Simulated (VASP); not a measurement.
# HgTe (Fm-3m) in VASP: electric field gradients with LDA

Aim: the electric field gradients of HgTe with LDA.

All numbers are computed with VASP 6.6.1; they aren't measurements. Logs are shortened: lines on timing, memory, paths and dates and some standing lists are left out, and cuts for length are marked.

## (1) The cell of the first run

Symmetry: Fm-3m, No. 225, cubic system. The conventional cell has a = 5.843 Å, b = 5.843 Å, c = 5.843 Å, α = 90.00°, β = 90.00°, γ = 90.00°. Within 3.8 Å of Hg (site symmetry m-3m) lie 6 Te at 2.92 Å. Within 3.8 Å of Te (site symmetry m-3m) lie 6 Hg at 2.92 Å.

## (2) Electric field gradients, LDA

Input file INCAR:

```
SYSTEM = HgTe
PREC = Accurate
ENCUT = 520
EDIFF = 1E-8
ISMEAR = -1
SIGMA = 0.08
LREAL = .FALSE.
LASPH = .TRUE.
NELM = 100
ALGO = Normal
ISIF = 2
LWAVE = .FALSE.
LCHARG = .FALSE.
GGA = CA
LEFG = .TRUE.
NBANDS = 16
```

Input file KPOINTS:

```
Automatic mesh
0
G
  12 12 12
  0 0 0
```

Input file POSCAR:

```
HgTe
1.0
    0.0000000000      2.9215000000      2.9215000000
    2.9215000000      0.0000000000      2.9215000000
    2.9215000000      2.9215000000      0.0000000000
Hg Te
1 1
Direct
    0.0000000000      0.0000000000      0.0000000000
    0.5000000000      0.5000000000      0.5000000000
```

Potentials or basis: VASP PAW LDA potentials, release 64 (Hg, Te).

Started as:

```console
cat potpaw_LDA.64/Hg/POTCAR potpaw_LDA.64/Te/POTCAR > POTCAR
mpirun -np 1 vasp_std > vasp.out
```

OUTCAR:

```text
SYSTEM = HgTe
   PREC = Accurate
   ENCUT = 520
   EDIFF = 1E-8
   ISMEAR = -1
   LREAL = .FALSE.
   LASPH = .TRUE.
   NELM = 100
   ISIF = 2
   GGA = CA

 ion  position               nearest neighbor table
   1  0.000  0.000  0.000-   2 2.92   2 2.92   2 2.92   2 2.92   2 2.92   2 2.92
   2  0.500  0.500  0.500-   1 2.92   1 2.92   1 2.92   1 2.92   1 2.92   1 2.92

  LATTYP: Found a face centered cubic cell.
 ALAT       =     5.8430000000

  Lattice vectors:

 A1 = (   0.0000000000,   2.9215000000,   2.9215000000)
 A2 = (   2.9215000000,   0.0000000000,   2.9215000000)
 A3 = (   2.9215000000,   2.9215000000,   0.0000000000)

Analysis of symmetry for initial positions (statically):
=====================================================================
 Subroutine PRICEL returns:
 Original cell was already a primitive cell.

 Routine SETGRP: Setting up the symmetry group for a
 face centered cubic supercell.

 Subroutine GETGRP returns: Found 48 space group operations
 (whereof 48 operations were pure point group operations)
 out of a pool of 48 trial point group operations.

The static configuration has the point symmetry O_h .

Analysis of symmetry for dynamics (positions and initial velocities):
=====================================================================
 Subroutine PRICEL returns:
 Original cell was already a primitive cell.

 Routine SETGRP: Setting up the symmetry group for a
 face centered cubic supercell.

 Subroutine GETGRP returns: Found 48 space group operations
 (whereof 48 operations were pure point group operations)
 out of a pool of 48 trial point group operations.

The dynamic configuration has the point symmetry O_h .

 Subroutine INISYM returns: Found 48 space group operations
 (whereof 48 operations are pure point group operations),
 and found     1 'primitive' translations

----------------------------------------------------------------------------------------

                                     Primitive cell

  volume of cell :      49.8710

  direct lattice vectors                    reciprocal lattice vectors
[... 121 lines left out ...]
 maximum number of plane-waves:      1363
   NGX = 15   NGY = 15   NGZ = 15

 number of electron      18.0000001 magnetization

 Free energy of the ion-electron system (eV)
  ---------------------------------------------------
  ext. energy  EPLUGINS =         0.00000000
  ---------------------------------------------------
  free energy    TOTEN  =        -4.88051049 eV

  energy without entropy =       -4.85645302  energy(sigma->0) =       -4.86848176

 E-fermi :   5.7589     XC(G=0): -10.7496

 val. band max:        5.7153985865   @ k =   0.4167   0.2500   0.0000
 cond. band min:       5.8067173862   @ k =   0.3333   0.0000   0.0000
 fundamental gap:      0.0913187997
 Fermi energy:         5.7588752770

 k-point     1 :       0.0000    0.0000    0.0000
  band No.  band energies     occupation
      1      -7.2802      2.00000
      2      -1.4714      2.00000
      3      -1.4714      2.00000
      4      -1.4038      2.00000
      5      -1.4038      2.00000
      6      -1.4038      2.00000
[... 433 lines left out ...]
      3      -1.8845      2.00000
      4      -1.6670      2.00000
      5      -1.1629      2.00000
      6      -1.1268      2.00000
[... 8 lines left out ...]
     15      16.1136      0.00000
     16      16.8571      0.00000

 [... further k-points ...]

------------------------ aborting loop because EDIFF is reached ----------------------------------------

  FORCE on cell =-STRESS in cart. coord.  units (eV):
  Direction    XX          YY          ZZ          XY          YZ          ZX
  --------------------------------------------------------------------------------------
  -------------------------------------------------------------------------------------
  Total        1.3908287      1.3908287      1.3908287      0.0000000      0.0000000     -0.0000000
  in kB       44.6824072     44.6824072     44.6824072      0.0000000      0.0000000     -0.0000000
  external PRESSURE =      44.6824072 kB  Pullay stress =       0.0000000 kB

 VOLUME and BASIS-vectors are now :
 -----------------------------------------------------------------------------
  energy-cutoff  :      520.00
  volume of cell :       49.87
      direct lattice vectors                 reciprocal lattice vectors
     0.000000000  2.921500000  2.921500000    -0.171144960  0.171144960  0.171144960
     2.921500000  0.000000000  2.921500000     0.171144960 -0.171144960  0.171144960
     2.921500000  2.921500000  0.000000000     0.171144960  0.171144960 -0.171144960

 POSITION                                       TOTAL-FORCE (eV/Angst)
 -----------------------------------------------------------------------------------
      0.00000      0.00000      0.00000         0.000000      0.000000     -0.000000
      2.92150      2.92150      2.92150         0.000000      0.000000      0.000000
 -----------------------------------------------------------------------------------
    total drift:                                0.000000     -0.000000     -0.000000

  FREE ENERGIE OF THE ION-ELECTRON SYSTEM (eV)
  ---------------------------------------------------
  free  energy   TOTEN  =        -4.8805104932 eV

  energy  without entropy=       -4.8564530173  energy(sigma->0) =       -4.86848176

 Electric field gradients (V/A^2)
---------------------------------------------------------------------
 ion       V_xx      V_yy      V_zz      V_xy      V_xz      V_yz
---------------------------------------------------------------------
   1       0.000     0.000     0.000     0.000     0.000     0.000
   2       0.000    -0.000     0.000    -0.000    -0.000    -0.000
---------------------------------------------------------------------

 Electric field gradients after diagonalization (V/A^2)
 (convention: |V_zz| > |V_xx| > |V_yy|)
----------------------------------------------------------------------
 ion       V_xx      V_yy      V_zz     asymmetry (V_yy - V_xx)/ V_zz
----------------------------------------------------------------------
   1      -0.000    -0.000     0.001       0.000
   2       0.000     0.000    -0.000       0.000
----------------------------------------------------------------------

           NMR quadrupolar parameters

 Cq : quadrupolar parameter    Cq=e*Q*V_zz/h
 eta: asymmetry parameters     (V_yy - V_xx)/ V_zz
 Q  : nuclear electric quadrupole moment in mb (millibarn)
----------------------------------------------------------------------
 ion       Cq(MHz)       eta       Q (mb)
----------------------------------------------------------------------
   1       0.000       0.000       1.000
   2      -0.000       0.000       1.000
----------------------------------------------------------------------
```

OSZICAR:

```text
N       E                     dE             d eps       ncg     rms          rms(c)
DAV:   1     0.106016003675E+03    0.10602E+03   -0.83886E+03  2328   0.101E+03
DAV:   2    -0.178971982404E+01   -0.10781E+03   -0.10056E+03  2664   0.237E+02
DAV:   3    -0.509218360908E+01   -0.33025E+01   -0.32823E+01  2904   0.428E+01
DAV:   4    -0.511443996117E+01   -0.22256E-01   -0.22255E-01  2896   0.339E+00
DAV:   5    -0.511481631335E+01   -0.37635E-03   -0.37635E-03  3016   0.405E-01    0.989E+00
DAV:   6    -0.489347274977E+01    0.22134E+00   -0.43137E-01  2936   0.919E+00    0.736E+00
DAV:   7    -0.488304040625E+01    0.10432E-01   -0.75606E-02  2808   0.196E+00    0.229E+00
DAV:   8    -0.488077712671E+01    0.22633E-02   -0.80629E-03  2568   0.108E+00    0.534E-01
DAV:   9    -0.488051036168E+01    0.26677E-03   -0.49242E-04  3024   0.249E-01    0.713E-02
DAV:  10    -0.488050992895E+01    0.43273E-06   -0.36281E-05  2832   0.538E-02    0.368E-02
DAV:  11    -0.488051077144E+01   -0.84249E-06   -0.41976E-06  2936   0.148E-02    0.128E-02
DAV:  12    -0.488051048703E+01    0.28441E-06   -0.68408E-07  2560   0.585E-03    0.648E-03
DAV:  13    -0.488051049315E+01   -0.61243E-08   -0.61114E-08  3032   0.165E-03
   1 F= -.48805105E+01 E0= -.48684818E+01  d E =-.240575E-01
```

stdout:

```text
POSCAR found type information on POSCAR HgTe
 POSCAR found :  2 types and       2 ions
 scaLAPACK will be used
 LDA part: xc-table for (Slater(with rela. corr.)+CA(PZ))
 , standard interpolation
 POSCAR, INCAR and KPOINTS ok, starting setup
 FFT: planning ... GRIDC
 FFT: planning ... GRID_SOFT
 FFT: planning ... GRID
 WAVECAR not read
 entering main loop
ion   1

ion   2
```

It took 18 s on 1 thread of Intel Xeon 6975P-C (Granite Rapids), shared host; peak memory 0.19 GiB.

What came out:

| Property | Result |
| --- | --- |
| Free energy | -4.8805 eV |
| Pressure | 4.5 GPa |
| Band gap on the k mesh | zero (bands 9 and 10 overlap by 3.25 eV) |
| Largest electric field gradient by atom | zero within the noise of the run |

Caveat: the cell stands under pressure; spin-orbit coupling is left out, which moves the levels of the heavy elements.
